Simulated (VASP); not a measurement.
# Ti (Fm-3m) in VASP: single point with PBEsol

Aim: the single point of Ti with PBEsol.

Everything below comes from runs of VASP 6.6.1. Logs are shortened: lines on timing, memory, paths and dates and some standing lists are left out, and cuts for length are marked.

### Step 1. The cell of the first run

It takes space group Fm-3m (No. 225, cubic). Conventional cell: a = 4.060 Å, b = 4.060 Å, c = 4.060 Å, α = 90.00°, β = 90.00°, γ = 90.00°. Within 3.8 Å of Ti (site symmetry m-3m) lie 12 Ti at 2.87 Å.

### Step 2. Single point, PBEsol

Contents of INCAR:

```
SYSTEM = Ti
  PREC = Accurate
  ENCUT = 520
  EDIFF = 1E-7
  ISMEAR = 0
  SIGMA = 0.15
  LREAL = .False.
  LASPH = .True.
  NELM = 100
  ALGO = Normal
  ISIF = 2
  LWAVE = .False.
  LCHARG = .True.
  GGA = PS
  LELF = .True.
  LVHAR = .True.
  NBANDS = 12
```

Contents of KPOINTS:

```
Automatic mesh
0
Gamma
  10 10 10
  0 0 0
```

Contents of POSCAR:

```
Ti
1.0
    0.0000000000      2.0300000000      2.0300000000
    2.0300000000      0.0000000000      2.0300000000
    2.0300000000      2.0300000000      0.0000000000
Ti
1
Direct
    0.0000000000      0.0000000000      0.0000000000
```

Potentials or basis: VASP PAW PBE potentials, release 64 (Ti_sv).

Run with:

```console
$ cat potpaw_PBE.64/Ti_sv/POTCAR > POTCAR
$ mpirun -np 1 vasp_std > vasp.out
```

OUTCAR:

```text
SYSTEM = Ti
   PREC = Accurate
   ENCUT = 520
   EDIFF = 1E-7
   ISMEAR = 0
   LREAL = .False.
   LASPH = .True.
   NELM = 100
   ISIF = 2
   GGA = PS

 ion  position               nearest neighbor table
   1  0.000  0.000  0.000-

  LATTYP: Found a face centered cubic cell.
 ALAT       =     4.0600000000

  Lattice vectors:

 A1 = (   0.0000000000,   2.0300000000,   2.0300000000)
 A2 = (   2.0300000000,   0.0000000000,   2.0300000000)
 A3 = (   2.0300000000,   2.0300000000,   0.0000000000)

Analysis of symmetry for initial positions (statically):
=====================================================================
 Subroutine PRICEL returns:
 Original cell was already a primitive cell.

 Routine SETGRP: Setting up the symmetry group for a
 face centered cubic supercell.

 Subroutine GETGRP returns: Found 48 space group operations
 (whereof 48 operations were pure point group operations)
 out of a pool of 48 trial point group operations.

The static configuration has the point symmetry O_h .

Analysis of symmetry for dynamics (positions and initial velocities):
=====================================================================
 Subroutine PRICEL returns:
 Original cell was already a primitive cell.

 Routine SETGRP: Setting up the symmetry group for a
 face centered cubic supercell.

 Subroutine GETGRP returns: Found 48 space group operations
 (whereof 48 operations were pure point group operations)
 out of a pool of 48 trial point group operations.

The dynamic configuration has the point symmetry O_h .

 Subroutine INISYM returns: Found 48 space group operations
 (whereof 48 operations are pure point group operations),
 and found     1 'primitive' translations

----------------------------------------------------------------------------------------

                                     Primitive cell

  volume of cell :      16.7309

  direct lattice vectors                    reciprocal lattice vectors
     0.000000000  2.030000000  2.030000000    -0.246305419  0.246305419  0.246305419
     2.030000000  0.000000000  2.030000000     0.246305419 -0.246305419  0.246305419
     2.030000000  2.030000000  0.000000000     0.246305419  0.246305419 -0.246305419

  length of vectors
     2.870853532  2.870853532  2.870853532     0.426613499  0.426613499  0.426613499

  position of ions in fractional coordinates (direct lattice)
     0.000000000  0.000000000  0.000000000

[... 75 lines left out ...]
   EDIFF  = 0.1E-06   stopping-criterion for ELM
   LREAL  =      F    real-space projection
   EDIFFG = 0.1E-05   stopping-criterion for IOM
   NSW    =      0    number of steps for IOM
   IBRION =     -1    ionic relax: 0-MD 1-quasi-New 2-CG
   NFREE  =      0    steps in history (QN), initial steepest desc. (CG)
   ISIF   =      2    stress and relaxation
   ISYM   =      2    0-nonsym 1-usesym 2-fastsym
   POTIM  = 0.5000    time-step for ionic-motion
   TEBEG  =    0.0;   TEEND  =   0.0 temperature during run
   PSTRESS=    0.0 pullay stress
   NELECT =      12.0000    total number of electrons
   NUPDOWN=      -1.0000    fix difference up-down
   EMIN   =  10.00;   EMAX   =-10.00  energy-range for DOS
   EFERMI =   0.00;   METHOD = LEGACY
   ISMEAR =     0;   SIGMA  =   0.15  broadening in eV -4-tet -1-fermi 0-gaus
   EFERMI_NEDOS =   21; number of points for ismear=-14 and -15
   IALGO  =     38    algorithm
   IMIX   =      4    mixing-type and parameters
     AMIX     =   0.40;   BMIX     =  1.00
     AMIX_MAG =   1.60;   BMIX_MAG =  1.00
  volume/ion in A,a.u.               =      16.73       112.91
  Fermi-wavevector in a.u.,A,eV,Ry     =   1.465421  2.769245 29.217967  2.147460
  Thomas-Fermi vector in A             =   2.581280
   LORBIT       =      0    0 simple, 1 ext, 2 COOP (PROOUT), +10 PAW based schemes
   GGA     = PS    functional components
   LHFCALC =     F    Hartree Fock is set to
   AEXX    =    0.0000 exact exchange contribution
   IVDW    =     0    specifies the selected vdW correction
   LEPSILON=     F    determine dielectric tensor
   LRPA    =     F    only Hartree local field effects (RPA)
 non-spin polarized calculation
 Gauss-broadening in eV      SIGMA  =   0.15
  energy-cutoff  :      520.00
  volume of cell :       16.73
 maximum number of plane-waves:       464
 NGX is ok and might be reduce to    24
   NGX = 11   NGY = 11   NGZ = 11

 number of electron      12.0000002 magnetization

 Free energy of the ion-electron system (eV)
  ---------------------------------------------------
  ext. energy  EPLUGINS =         0.00000000
  ---------------------------------------------------
  free energy    TOTEN  =        -8.29209477 eV

  energy without entropy =       -8.27453846  energy(sigma->0) =       -8.28331661

 E-fermi :   8.5008     XC(G=0): -11.8149

 val. band max:        8.4920123718   @ k =  -0.2000   0.1000   0.0000
 cond. band min:       8.5722754352   @ k =   0.5000   0.1000   0.0000
 fundamental gap:      0.0802630634
 Fermi energy:         8.5008013771

 k-point     1 :       0.0000    0.0000    0.0000
  band No.  band energies     occupation
      1     -47.9124      2.00000
      2     -23.8201      2.00000
      3     -23.8201      2.00000
      4     -23.8201      2.00000
      5       2.3094      2.00000
      6       9.3996      0.00000
      7       9.3996      0.00000
      8       9.3996      0.00000
      9      11.1092      0.00000
     10      11.1092      0.00000
     11      23.9722      0.00000
     12      28.5850      0.00000
[... 331 lines left out ...]
 k-point    24 :       0.4000    0.3000    0.0000
  band No.  band energies     occupation
      1     -47.7581      2.00000
      2     -24.4008      2.00000
      3     -24.0505      2.00000
      4     -24.0258      2.00000
      5       5.8568      2.00000
      6       7.2303      2.00000
      7       9.5189      0.00000
      8      11.2330      0.00000
      9      12.0721      0.00000
     10      12.1893      0.00000
     11      21.1468      0.00000
     12      22.3769      0.00000

 [... further k-points ...]
[... 5 lines left out ...]
  --------------------------------------------------------------------------------------
  -------------------------------------------------------------------------------------
  Total       -0.0677588     -0.0677588     -0.0677588      0.0000000      0.0000000      0.0000000
  in kB       -6.4887078     -6.4887078     -6.4887078      0.0000000      0.0000000      0.0000000
  external PRESSURE =      -6.4887078 kB  Pullay stress =       0.0000000 kB

 VOLUME and BASIS-vectors are now :
 -----------------------------------------------------------------------------
  energy-cutoff  :      520.00
  volume of cell :       16.73
      direct lattice vectors                 reciprocal lattice vectors
     0.000000000  2.030000000  2.030000000    -0.246305419  0.246305419  0.246305419
     2.030000000  0.000000000  2.030000000     0.246305419 -0.246305419  0.246305419
     2.030000000  2.030000000  0.000000000     0.246305419  0.246305419 -0.246305419

 POSITION                                       TOTAL-FORCE (eV/Angst)
 -----------------------------------------------------------------------------------
      0.00000      0.00000      0.00000        -0.000000      0.000000      0.000000
 -----------------------------------------------------------------------------------
    total drift:                                0.000000      0.000000     -0.000000

  FREE ENERGIE OF THE ION-ELECTRON SYSTEM (eV)
  ---------------------------------------------------
  free  energy   TOTEN  =        -8.2920947659 eV

  energy  without entropy=       -8.2745384622  energy(sigma->0) =       -8.28331661
```

stdout:

```text
POSCAR found type information on POSCAR Ti
 POSCAR found :  1 types and       1 ions
 scaLAPACK will be used
 -----------------------------------------------------------------------------
|                                                                             |
|                                                                             |
|     You enforced a specific xc type in the INCAR file but a different       |
|     I HOPE YOU KNOW WHAT YOU ARE DOING!                                     |
|                                                                             |
 -----------------------------------------------------------------------------

 LDA part: xc-table for (Slater+PW92), standard interpolation
 POSCAR, INCAR and KPOINTS ok, starting setup
 FFT: planning ... GRIDC
 FFT: planning ... GRID_SOFT
 FFT: planning ... GRID
 WAVECAR not read
 entering main loop
```

Run time: 4.6 s. Hardware: 1 thread of Intel Xeon 6975P-C (Granite Rapids), shared host; peak memory 0.14 GiB.

Results:

- Free energy: -8.2921 eV
- Pressure: -0.6 GPa
- Band gap on the k mesh: zero (band 6 reaches 9.40 eV, above the bottom of band 7 at 8.23 eV)

Caveat: the PAW data sets were made with another functional, which shifts forces and pressure a little.
